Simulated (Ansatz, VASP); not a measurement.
## One calculation of KBr, two programs

```
K Br
1.0
     0.00000    3.19373    3.24311
     3.19373    0.00000    3.24311
     3.19373    3.19373    0.00000
K Br
1 1
Direct
  0.00000 0.00000 0.00000
  0.50000 0.50000 0.50000
```

Change from the starting cell: strain -0.030 along x and y, -0.015 along z, atoms carried along.

Alike in both runs: task single point; functional r2SCAN; k mesh 6 × 6 × 6; occupations gaussian, width 0.05 eV; no spin polarisation.

```csv
,VASP,Ansatz
version,VASP 6.6.1,Ansatz 0.2.0
potentials or method,"VASP PAW PBE potentials, release 64 (K_sv, Br), cutoff 520 eV","scalar-relativistic, plane waves, PAW"
valence electrons in the cell,16,16
```

```csv
,VASP,Ansatz,Ansatz less VASP
gap on the k mesh at the Fermi level (eV),5.32,5.32,-0.003
least direct gap on the mesh (eV),5.32,5.32,-0.003
pressure (GPa),1.7,1.7,-0.01
"traceless stress, the component that is largest in VASP (GPa)",-0.53,-0.52,+0.006
```

VASP's potentials were made for PBE, not for r2SCAN. With one functional, cell and mesh, what is left measures potentials, basis and numerics.
